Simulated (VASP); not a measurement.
# PtSe2 (P-3m1) in VASP: notebook, part 2 of 2

VASP 6.6.1.

## Step 3: Single point, PBE (biaxial strain in the a-b plane: +1.0 %, then relaxed in part)

Contents of INCAR:

```
SYSTEM = PtSe2
  PREC = Accurate
  ENCUT = 520
  EDIFF = 1E-7
  ISMEAR = 0
  SIGMA = 0.02
  LREAL = .False.
  LASPH = .True.
  NELM = 80
  ALGO = Normal
  ISIF = 2
  LWAVE = .False.
  LCHARG = .False.
  GGA = PE
  NBANDS = 18
```

Contents of KPOINTS:

```
regular mesh
0
Gamma
  12 12 4
  0 0 0
```

Contents of POSCAR:

```
PtSe2
1.0
    3.7890751029      0.0000000000      0.0000000000
   -1.8945375515      3.2814352960      0.0000000000
    0.0000000000      0.0000000000      6.3058987902
Pt Se
1 2
Direct
    0.0000000000      0.0000000000      0.0000000000
    0.6666666667      0.3333333333      0.7960200357
    0.3333333333      0.6666666667      0.2039799643
```

Potentials or basis: VASP PAW PBE potentials, release 64 (Pt, Se).

Run with:

```sh
> cat potpaw_PBE.64/Pt/POTCAR potpaw_PBE.64/Se/POTCAR > POTCAR
> mpirun -np 1 vasp_std > vasp.out
```

OUTCAR:

```text
SYSTEM = PtSe2
   PREC = Accurate
   ENCUT = 520
   EDIFF = 1E-7
   ISMEAR = 0
   LREAL = .False.
   LASPH = .True.
   NELM = 80
   ISIF = 2
   GGA = PE

 ion  position               nearest neighbor table
   1  0.000  0.000  0.000-   2 2.54   3 2.54   2 2.54   3 2.54   2 2.54   3 2.54
   2  0.667  0.333  0.796-   1 2.54   1 2.54   1 2.54
   3  0.333  0.667  0.204-   1 2.54   1 2.54   1 2.54

  LATTYP: Found a hexagonal cell.
 ALAT       =     3.7890751029
 C/A-ratio  =     1.6642316710

  Lattice vectors:

 A1 = (   3.7890751029,   0.0000000000,   0.0000000000)
 A2 = (  -1.8945375515,   3.2814352960,   0.0000000000)
 A3 = (   0.0000000000,   0.0000000000,   6.3058987902)

Analysis of symmetry for initial positions (statically):
=====================================================================
 Subroutine PRICEL returns:
 Original cell was already a primitive cell.

 Routine SETGRP: Setting up the symmetry group for a
 hexagonal supercell.

 Subroutine GETGRP returns: Found 12 space group operations
 (whereof 12 operations were pure point group operations)
 out of a pool of 24 trial point group operations.

The static configuration has the point symmetry D_3d.

Analysis of symmetry for dynamics (positions and initial velocities):
=====================================================================
 Subroutine PRICEL returns:
 Original cell was already a primitive cell.

 Routine SETGRP: Setting up the symmetry group for a
 hexagonal supercell.

 Subroutine GETGRP returns: Found 12 space group operations
 (whereof 12 operations were pure point group operations)
 out of a pool of 24 trial point group operations.

The dynamic configuration has the point symmetry D_3d.

 Subroutine INISYM returns: Found 12 space group operations
 (whereof 12 operations are pure point group operations),
 and found     1 'primitive' translations

----------------------------------------------------------------------------------------

[... 115 lines left out ...]
  volume/ion in A,a.u.               =      26.14       176.37
  Fermi-wavevector in a.u.,A,eV,Ry     =   1.071769  2.025349 15.628849  1.148688
  Thomas-Fermi vector in A             =   2.207519
   LORBIT       =      0    0 simple, 1 ext, 2 COOP (PROOUT), +10 PAW based schemes
   GGA     = PE    functional components
   LHFCALC =     F    Hartree Fock is set to
   AEXX    =    0.0000 exact exchange contribution
   IVDW    =     0    specifies the selected vdW correction
   LEPSILON=     F    determine dielectric tensor
   LRPA    =     F    only Hartree local field effects (RPA)
 non-spin polarized calculation
 Gauss-broadening in eV      SIGMA  =   0.02
  energy-cutoff  :      520.00
  volume of cell :       78.41
 maximum number of plane-waves:      2130
   NGX = 15   NGY = 15   NGZ = 23

 number of electron      22.0000001 magnetization

 Free energy of the ion-electron system (eV)
  ---------------------------------------------------
  ext. energy  EPLUGINS =         0.00000000
  ---------------------------------------------------
  free energy    TOTEN  =       -14.29613536 eV

  energy without entropy =      -14.29613536  energy(sigma->0) =      -14.29613536

 E-fermi :   3.3598     XC(G=0):  -9.0789

 val. band max:        3.2590264448   @ k =   0.0833   0.0833   0.0000
 cond. band min:       3.9546087884   @ k =   0.0000   0.2500   0.2500
 fundamental gap:      0.6955823436
 Fermi energy:         3.3598197230

 k-point     1 :       0.0000    0.0000    0.0000
  band No.  band energies     occupation
      1     -11.0187      2.00000
      2      -9.1344      2.00000
      3      -2.1960      2.00000
      4      -2.1373      2.00000
      5      -2.1373      2.00000
      6       0.1327      2.00000
[... 481 lines left out ...]
      5      -1.7073      2.00000
      6      -0.3439      2.00000
[... 10 lines left out ...]
     17      11.6068      0.00000
     18      12.1769      0.00000

 [... further k-points ...]

------------------------ aborting loop because EDIFF is reached ----------------------------------------

  FORCE on cell =-STRESS in cart. coord.  units (eV):
  Direction    XX          YY          ZZ          XY          YZ          ZX
  --------------------------------------------------------------------------------------
  -------------------------------------------------------------------------------------
  Total       -0.6878714     -0.6878714     -0.0147053      0.0000000      0.0000000     -0.0000000
  in kB      -14.0563892    -14.0563892     -0.3004966      0.0000000      0.0000000     -0.0000000
  external PRESSURE =      -9.4710917 kB  Pullay stress =       0.0000000 kB

 VOLUME and BASIS-vectors are now :
 -----------------------------------------------------------------------------
  energy-cutoff  :      520.00
  volume of cell :       78.41
      direct lattice vectors                 reciprocal lattice vectors
     3.789075103  0.000000000  0.000000000     0.263916648  0.152372348  0.000000000
    -1.894537552  3.281435296  0.000000000     0.000000000  0.304744695  0.000000000
     0.000000000  0.000000000  6.305898790     0.000000000  0.000000000  0.158581676

 POSITION                                       TOTAL-FORCE (eV/Angst)
 -----------------------------------------------------------------------------------
      0.00000      0.00000      0.00000         0.000000      0.000000      0.000000
      1.89454      1.09381      5.01962        -0.000000      0.000000      0.002792
     -0.00000      2.18762      1.28628         0.000000     -0.000000     -0.002792
 -----------------------------------------------------------------------------------
    total drift:                                0.000000      0.000000      0.000000

  FREE ENERGIE OF THE ION-ELECTRON SYSTEM (eV)
  ---------------------------------------------------
  free  energy   TOTEN  =       -14.2961353595 eV

  energy  without entropy=      -14.2961353595  energy(sigma->0) =      -14.29613536
```

OSZICAR:

```text
N       E                     dE             d eps       ncg     rms          rms(c)
DAV:   1     0.114981089652E+03    0.11498E+03   -0.96922E+03  2484   0.105E+03
DAV:   2    -0.904775259651E+01   -0.12403E+03   -0.11967E+03  3066   0.204E+02
DAV:   3    -0.150877197057E+02   -0.60400E+01   -0.59997E+01  3064   0.458E+01
DAV:   4    -0.151451214476E+02   -0.57402E-01   -0.57376E-01  3026   0.482E+00
DAV:   5    -0.151459290220E+02   -0.80757E-03   -0.80754E-03  3028   0.550E-01    0.116E+01
DAV:   6    -0.145365486133E+02    0.60938E+00   -0.43758E+00  2578   0.194E+01    0.676E+00
DAV:   7    -0.143140374110E+02    0.22251E+00   -0.88072E-01  2564   0.906E+00    0.342E+00
DAV:   8    -0.142988736290E+02    0.15164E-01   -0.58821E-02  2872   0.158E+00    0.766E-01
DAV:   9    -0.142957906345E+02    0.30830E-02   -0.92439E-03  2872   0.932E-01    0.196E-01
DAV:  10    -0.142961137378E+02   -0.32310E-03   -0.17358E-03  2764   0.239E-01    0.497E-02
DAV:  11    -0.142961277406E+02   -0.14003E-04   -0.69339E-05  3166   0.708E-02    0.291E-02
DAV:  12    -0.142961343383E+02   -0.65977E-05   -0.22653E-05  2630   0.316E-02    0.357E-03
DAV:  13    -0.142961349362E+02   -0.59792E-06   -0.19474E-06  3288   0.861E-03    0.169E-03
DAV:  14    -0.142961352330E+02   -0.29682E-06   -0.28244E-07  2566   0.344E-03    0.107E-03
DAV:  15    -0.142961353404E+02   -0.10741E-06   -0.51241E-08  2228   0.143E-03    0.286E-04
DAV:  16    -0.142961353595E+02   -0.19053E-07   -0.72067E-09  1620   0.694E-04
   1 F= -.14296135E+02 E0= -.14296135E+02  d E =-.109634E-14
```

stdout:

```text
POSCAR found type information on POSCAR PtSe
 POSCAR found :  2 types and       3 ions
 scaLAPACK will be used
 LDA part: xc-table for (Slater+PW92), standard interpolation
 POSCAR, INCAR and KPOINTS ok, starting setup
 FFT: planning ... GRIDC
 FFT: planning ... GRID_SOFT
 FFT: planning ... GRID
 WAVECAR not read
 entering main loop
```

Run time: 91 s. Hardware: 1 thread of Intel Xeon 8259CL, shared host; peak memory 0.25 GiB.

Results:

```
Free energy            : -14.2961 eV
Pressure               : -0.9 GPa
Band gap on the k mesh : 0.70 eV (least direct gap 0.86 eV)
```

Forces in eV/Å, atoms in the order of the input:
```
Pt   0.000  0.000  0.000
Se   0.000  0.000  0.003
Se   0.000  0.000 -0.003
```

Caveat: the cell differs from its parent crystal (biaxial strain in the a-b plane: +1.0 %, then relaxed in part); spin-orbit coupling is left out, which moves the levels of the heavy elements; this functional lacks dispersion, which binds layers or chains, so the pressure and a relaxed spacing across them are unreliable. A k mesh can miss the band edges.

## Step 4: Single point, PBE

This run uses another cell than the first one, of 26.41 Å³/atom.

Contents of INCAR:

```
PREC = Accurate
ENCUT = 520
EDIFF = 1E-6
ISMEAR = 0
SIGMA = 0.02
LREAL = F
LASPH = T
NELM = 100
ALGO = Normal
ISIF = 2
LWAVE = F
LCHARG = T
GGA = PE
LELF = T
LVHAR = T
NBANDS = 18
```

Contents of KPOINTS:

```
Automatic mesh
0
Gamma
  12 12 4
```

Contents of POSCAR:

```
PtSe2
1.0
    3.7515594721      0.0000000000      0.0000000000
   -1.8757797360      3.2489458066      0.0000000000
    0.0000000000      0.0000000000      6.5013321315
Pt Se
1 2
Direct
    0.0000000000      0.0000000000      0.0000000000
    0.6666666667      0.3333333333      0.7990307280
    0.3333333333      0.6666666667      0.2009692720
```

Run with:

```sh
> cat potpaw_PBE.64/Pt/POTCAR potpaw_PBE.64/Se/POTCAR > POTCAR
> mpirun -np 1 vasp_std > vasp.out
```

Wall time 87 s (1 thread of Intel Xeon 8259CL, shared host); peak memory 0.25 GiB.

The run converged. Its results:

```yaml
Free_energy: -14.3031 eV
Pressure: 0.0 GPa
Band_gap_on_the_k_mesh: 0.87 eV (least direct gap 1.03 eV)
```

Levels at points of the mesh, in eV from the valence-band top:
```csv
k point,band 8,band 9,band 10,band 11,band 12,band 13,band 14,band 15
"(0.00, 0.00, 0.00)",-1.60,-0.27,-0.27,-0.22,2.63,2.63,4.18,5.20
"(0.50, 0.00, 0.00)",-2.49,-2.15,-2.10,-1.85,1.94,2.51,4.67,6.05
"(0.00, 0.00, 0.50)",-1.35,-1.30,-0.30,-0.30,2.70,2.70,5.27,5.83
"(0.50, 0.00, 0.50)",-2.53,-2.21,-2.04,-1.37,2.15,2.35,4.39,5.72
```

Caveat: spin-orbit coupling is left out, which moves the levels of the heavy elements; this functional lacks dispersion, which binds layers or chains, so the pressure and a relaxed spacing across them are unreliable. A k mesh can miss the band edges.

## Step 5: Single point, PBE (biaxial strain in the a-b plane: -3.0 %, then relaxed in part)

Contents of INCAR:

```
PREC = Accurate ; ENCUT = 520
EDIFF = 1E-6 ; ISMEAR = 0
SIGMA = 0.02 ; LREAL = False
LASPH = True ; NELM = 60
ALGO = Normal ; ISIF = 2
LWAVE = False ; LCHARG = True
GGA = PE ; LELF = True
LVHAR = True ; NBANDS = 18
```

Contents of KPOINTS:

```
regular mesh
0
Gamma
  12 12 4
```

Contents of POSCAR:

```
PtSe2
1.0
    3.6390127226      0.0000000000      0.0000000000
   -1.8195063613      3.1514774625      0.0000000000
    0.0000000000      0.0000000000      6.9382303938
Pt Se
1 2
Direct
    0.0000000000      0.0000000000      0.0000000000
    0.6666666667      0.3333333333      0.8024496451
    0.3333333333      0.6666666667      0.1975503549
```

Run with:

```sh
> cat potpaw_PBE.64/Pt/POTCAR potpaw_PBE.64/Se/POTCAR > POTCAR
> mpirun -np 1 vasp_std > vasp.out
```

It took 1.9 min on 1 thread of Intel Xeon 8259CL, shared host; peak memory 0.26 GiB.

Results (log left out):

| Property | Result |
| --- | --- |
| Free energy | -14.2405 eV |
| Pressure | 2.8 GPa |
| Band gap on the k mesh | 1.06 eV (least direct gap 1.38 eV) |

Stress tensor (GPa, compression positive):
```
 4.15  0.00  0.00
 0.00  4.15  0.00
 0.00  0.00 -0.01
```

Levels at points of the mesh, in eV from the valence-band top:
```
           k point  band 7  band 8  band 9  band 10  band 11  band 12  band 13  band 14  band 15  band 16
(0.00, 0.00, 0.00)   -3.06   -1.73   -0.53    -0.01    -0.01     2.85     2.85     4.31     5.49     8.56
(0.50, 0.00, 0.00)   -2.55   -2.39   -2.01    -1.92    -1.79     2.19     2.60     4.71     6.05     7.98
(0.00, 0.00, 0.50)   -3.06   -1.47   -1.40    -0.02    -0.02     2.89     2.89     5.48     6.09     6.93
(0.50, 0.00, 0.50)   -2.61   -2.39   -2.03    -1.76    -1.61     2.43     2.51     4.33     5.72     7.14
```

Caveat: the cell differs from its parent crystal (biaxial strain in the a-b plane: -3.0 %, then relaxed in part); spin-orbit coupling is left out, which moves the levels of the heavy elements; this functional lacks dispersion, which binds layers or chains, so the pressure and a relaxed spacing across them are unreliable.

## Step 6: Overview

| cell | gap on the mesh (eV) | pressure (GPa) |
| --- | --- | --- |
| a = 3.827, b = 3.827, c = 6.066 Å, angles 90.0, 90.0, 120.0°, 3 atoms, atomic positions A | 0.49 | -1.8 |
| a = 3.789, b = 3.789, c = 6.306 Å, angles 90.0, 90.0, 120.0°, 3 atoms, atomic positions B | 0.70 | -0.9 |
| a = 3.752, b = 3.752, c = 6.501 Å, angles 90.0, 90.0, 120.0°, 3 atoms, atomic positions C | 0.87 | 0.0 |
| a = 3.639, b = 3.639, c = 6.938 Å, angles 90.0, 90.0, 120.0°, 3 atoms, atomic positions D | 1.06 | 2.8 |

Alike in all rows: task single point; level PBE; potentials or basis VASP PAW PBE potentials, release 64 (Pt, Se); no spin polarisation; k mesh 12 × 12 × 4; cutoff (eV) 520; smearing gaussian 0.02 eV.

Caveats: spin-orbit coupling is left out, which moves the levels of the heavy elements; this functional lacks dispersion, which binds layers or chains, so the pressure and a relaxed spacing across them are unreliable.

Total energies depend on the potentials used, so only differences within one code and one set of settings carry meaning.
